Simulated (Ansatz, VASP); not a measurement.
## Two plane-wave programs on Bi

Contents of INCAR:

```
PREC = Accurate
ENCUT = 520
EDIFF = 1E-7
ISMEAR = 0
SIGMA = 0.15
LREAL = False
LASPH = True
NELM = 60
ALGO = Normal
ISIF = 2
LWAVE = False
LCHARG = False
GGA = PS
IVDW = 12
NBANDS = 14
```

The input KPOINTS:

```
Automatic mesh
0
Gamma
  18 18 18
```

The input POSCAR:

```
Bi
1.0
   -1.8436107814      1.8436107814      1.8436107814
    1.8436107814     -1.8436107814      1.8436107814
    1.8436107814      1.8436107814     -1.8436107814
Bi
1
Direct
    0.0000000000      0.0000000000      0.0000000000
```

Input for Ansatz:

```yaml
crystal:
  lattice:
    - [-1.8436107814, 1.8436107814, 1.8436107814]
    - [1.8436107814, -1.8436107814, 1.8436107814]
    - [1.8436107814, 1.8436107814, -1.8436107814]
  atoms:
    - { symbol: Bi, position: [0.0, 0.0, 0.0] }
basis:
  ecutwfc: 420
kpoints:
  mp_grid: { grid: [18, 18, 18] }
hamiltonian:
  xc: pbesol
  pseudopotentials: { kind: paw }
  dispersion: d3bj
scf:
  occupations: { method: gaussian, width: 0.15 }
output:
  forces: true
  stress: true
  eigenvalues: true
```

Alike in both runs: task single point; functional PBEsol; dispersion D3(BJ); k mesh 18 × 18 × 18; occupations gaussian, width 0.15 eV; no spin polarisation.

|  | VASP | Ansatz |
| --- | --- | --- |
| version | VASP 6.6.1 | Ansatz 0.2.0 |
| potentials or method | VASP PAW PBE potentials, release 64 (Bi_d), cutoff 520 eV | scalar-relativistic, plane waves, PAW |
| valence electrons in the cell | 15 | 15 |

```csv
,VASP,Ansatz,Ansatz less VASP
gap on the k mesh at the Fermi level (eV),none,none,-
pressure (GPa),11.8,11.9,+0.05
```

VASP's potentials were made for PBE, not for PBEsol. A gap of «none» marks a metal or a gap that the smearing closes.

Neither program's run includes spin-orbit coupling.
